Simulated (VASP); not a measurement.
# CdHg3Se4 (P-4m2) in VASP: further runs, part 2 of 2

VASP 6.6.1.

**4. Single point, PBE (volume scaled by 0.91, then relaxed in part)**

INCAR

```
PREC     = Accurate       # precision mode
ENCUT    = 520            # plane-wave cutoff, eV
EDIFF    = 1E-6           # SCF threshold, eV
ISMEAR   = 0              # smearing method
SIGMA    = 0.1            # smearing width, eV
LREAL    = F              # projectors in reciprocal space
LASPH    = T              # aspherical terms in the spheres
NELM     = 100            # most SCF steps
ALGO     = Normal         # electronic algorithm
ISIF     = 2              # what is computed and relaxed
LWAVE    = F              # write WAVECAR
LCHARG   = F              # write CHGCAR
GGA      = PE             # functional
NBANDS   = 46             # bands
```

KPOINTS

```
Automatic mesh
0
Gamma
  8 8 4
```

POSCAR

```
CdHg3Se4
1.0
    4.2833096118      0.0000000000      0.0000000000
    0.0000000000      4.2833096118      0.0000000000
    0.0000000000      0.0000000000     12.0776999988
Cd Hg Se
1 3 4
Direct
    0.5000000000      0.5000000000      0.5000000000
    0.0000000000      0.0000000000      0.7483700143
    0.5000000000      0.5000000000      0.0000000000
    0.0000000000      0.0000000000      0.2516299857
    0.5000000000      0.0000000000      0.8741885849
    0.0000000000      0.5000000000      0.1258114151
    0.5000000000      0.0000000000      0.3776153622
    0.0000000000      0.5000000000      0.6223846378
```

On the command line:

```
cat potpaw_PBE.64/Cd/POTCAR potpaw_PBE.64/Hg/POTCAR potpaw_PBE.64/Se/POTCAR > POTCAR
mpirun -np 1 vasp_std > vasp.out
```

Wall time 3.7 min (1 thread of Intel Xeon Platinum 8488C (Sapphire Rapids), shared host); peak memory 0.55 GiB.

Results (log left out):

| Quantity | Value |
| --- | --- |
| Free energy | -17.3890 eV |
| Pressure | 5.4 GPa |
| Largest force | 0.008 eV/Å |
| Band gap on the k mesh | zero (filled and empty bands touch) |

Forces on the atoms (eV/Å):
```
Cd   0.000  0.000  0.000
Hg   0.000  0.000  0.002
Hg   0.000  0.000  0.000
Hg   0.000  0.000 -0.002
Se   0.000  0.000  0.000
Se   0.000  0.000  0.000
Se   0.000  0.000 -0.008
Se   0.000  0.000  0.008
```

Levels at points of the mesh, in eV from the Fermi level:
| k point | band 33 | band 34 | band 35 | band 36 | band 37 | band 38 | band 39 | band 40 |
| --- | --- | --- | --- | --- | --- | --- | --- | --- |
| (0.00, 0.00, 0.00) | -1.23 | -0.58 | -0.06 | -0.05 | -0.05 | 2.38 | 2.56 | 2.93 |
| (0.50, 0.00, 0.00) | -0.98 | -0.97 | -0.93 | -0.93 | 1.15 | 1.50 | 2.60 | 3.09 |
| (0.50, 0.50, 0.00) | -2.33 | -2.31 | -2.31 | -2.27 | 2.69 | 2.94 | 2.94 | 3.07 |
| (0.00, 0.00, 0.50) | -0.57 | -0.57 | -0.37 | -0.37 | 1.07 | 1.33 | 2.84 | 3.03 |
| (0.50, 0.00, 0.50) | -1.25 | -0.98 | -0.93 | -0.93 | 1.88 | 1.90 | 1.94 | 2.70 |
| (0.50, 0.50, 0.50) | -2.50 | -2.45 | -2.36 | -2.34 | 3.08 | 3.23 | 3.26 | 3.60 |

Caveat: spin-orbit coupling is left out, which moves the levels of the heavy elements.

**5. Single point, PBE**

INCAR

```
PREC = Accurate
ENCUT = 520
EDIFF = 1E-6
ISMEAR = 0
SIGMA = 0.1
LREAL = F
LASPH = T
NELM = 80
ALGO = Normal
ISIF = 2
LWAVE = F
LCHARG = T
GGA = PE
LELF = T
LVHAR = T
NBANDS = 46
```

KPOINTS

```
regular mesh
0
Gamma
  8 8 4
```

POSCAR

```
CdHg3Se4
1.0
    4.4198563000      0.0000000000      0.0000000000
    0.0000000000      4.4198563000      0.0000000000
    0.0000000000      0.0000000000     12.4648048000
Cd Hg Se
1 3 4
Direct
    0.5000000000      0.5000000000      0.5000000000
    0.0000000000      0.0000000000      0.7485850000
    0.5000000000      0.5000000000      0.0000000000
    0.0000000000      0.0000000000      0.2514150000
    0.5000000000      0.0000000000      0.8742890000
    0.0000000000      0.5000000000      0.1257110000
    0.5000000000      0.0000000000      0.3773530000
    0.0000000000      0.5000000000      0.6226470000
```

On the command line:

```
cat potpaw_PBE.64/Cd/POTCAR potpaw_PBE.64/Hg/POTCAR potpaw_PBE.64/Se/POTCAR > POTCAR
mpirun -np 1 vasp_std > vasp.out
```

Run time: 8.8 min. Hardware: 1 thread of Oxide Virtual Turin-like, shared host; peak memory 0.6 GiB.

The run converged. Its results:

```yaml
Free_energy: -17.7481 eV
Pressure: 0.2 GPa
Band_gap_on_the_k_mesh: zero (filled and empty bands touch)
```

Levels at points of the mesh, in eV from the Fermi level:
```tsv
k point	band 33	band 34	band 35	band 36	band 37	band 38	band 39	band 40
(0.00, 0.00, 0.00)	-1.03	-0.71	-0.07	-0.06	-0.06	2.14	2.35	2.95
(0.50, 0.00, 0.00)	-0.82	-0.82	-0.79	-0.79	1.11	1.43	2.39	2.89
(0.50, 0.50, 0.00)	-1.97	-1.95	-1.95	-1.91	2.60	2.92	3.13	3.13
(0.00, 0.00, 0.50)	-0.49	-0.49	-0.31	-0.31	0.92	1.17	2.68	3.00
(0.50, 0.00, 0.50)	-1.06	-0.82	-0.79	-0.79	1.76	1.78	1.81	2.56
(0.50, 0.50, 0.50)	-2.12	-2.10	-2.01	-1.99	2.91	3.03	3.05	3.73
```

Caveat: spin-orbit coupling is left out, which moves the levels of the heavy elements.

**6. Single point, PBE (volume scaled by 1.03, then relaxed in part)**

INCAR

```
SYSTEM = CdHg3Se4
ALGO = Normal
EDIFF = 1E-6
ENCUT = 520
GGA = PE
ISIF = 2
ISMEAR = 0
LASPH = .TRUE.
LCHARG = .FALSE.
LREAL = .FALSE.
LWAVE = .FALSE.
NBANDS = 46
NELM = 60
PREC = Accurate
SIGMA = 0.1
```

KPOINTS

```
k-points
0
G
  8 8 4
  0 0 0
```

POSCAR, as its differences from that of step 5:

```diff
@@ -2,5 +2,5 @@
 1.0
-    4.4198563000      0.0000000000      0.0000000000
-    0.0000000000      4.4198563000      0.0000000000
-    0.0000000000      0.0000000000     12.4648048000
+    4.4636200996      0.0000000000      0.0000000000
+    0.0000000000      4.4636200996      0.0000000000
+    0.0000000000      0.0000000000     12.5882267356
 Cd Hg Se
```

Potentials or basis: VASP PAW PBE potentials, release 64 (Cd, Hg, Se).

On the command line:

```
cat potpaw_PBE.64/Cd/POTCAR potpaw_PBE.64/Hg/POTCAR potpaw_PBE.64/Se/POTCAR > POTCAR
mpirun -np 1 vasp_std > vasp.out
```

It took 10 min on 1 thread of Oxide Virtual Turin-like, shared host; peak memory 0.6 GiB.

Results (log left out):

```
Free energy            : -17.7303 eV
Pressure               : -1.0 GPa
Band gap on the k mesh : zero (filled and empty bands touch)
```

Levels at points of the mesh, in eV from the Fermi level:
```tsv
k point	band 33	band 34	band 35	band 36	band 37	band 38	band 39	band 40
(0.00, 0.00, 0.00)	-0.98	-0.76	-0.07	-0.06	-0.06	2.07	2.28	2.90
(0.50, 0.00, 0.00)	-0.78	-0.77	-0.75	-0.75	1.09	1.41	2.32	2.82
(0.50, 0.50, 0.00)	-1.87	-1.84	-1.84	-1.81	2.56	2.86	3.19	3.19
(0.00, 0.00, 0.50)	-0.46	-0.46	-0.30	-0.30	0.88	1.12	2.61	2.95
(0.50, 0.00, 0.50)	-1.01	-0.77	-0.75	-0.75	1.72	1.74	1.76	2.52
(0.50, 0.50, 0.50)	-2.00	-2.00	-1.91	-1.89	2.85	2.96	2.98	3.77
```

Caveat: spin-orbit coupling is left out, which moves the levels of the heavy elements.

**7. Summary**

| cell | k mesh | gap on the mesh (eV) | pressure (GPa) |
| --- | --- | --- | --- |
| a = 4.420, b = 4.420, c = 12.465 Å, 8 atoms | 4 × 4 × 2 | none | 0.3 |
| a = 4.236, b = 4.236, c = 11.943 Å, 8 atoms | 8 × 8 × 4 | none | 7.9 |
| a = 4.283, b = 4.283, c = 12.078 Å, 8 atoms | 8 × 8 × 4 | none | 5.4 |
| a = 4.420, b = 4.420, c = 12.465 Å, 8 atoms | 8 × 8 × 4 | none | 0.2 |
| a = 4.464, b = 4.464, c = 12.588 Å, 8 atoms | 8 × 8 × 4 | none | -1.0 |

Alike in all rows: task single point; level PBE; potentials or basis VASP PAW PBE potentials, release 64 (Cd, Hg, Se); no spin polarisation; cutoff (eV) 520; smearing gaussian 0.1 eV.

Caveats: spin-orbit coupling is left out, which moves the levels of the heavy elements.

Absolute energies hang on the potentials; compare differences alone.
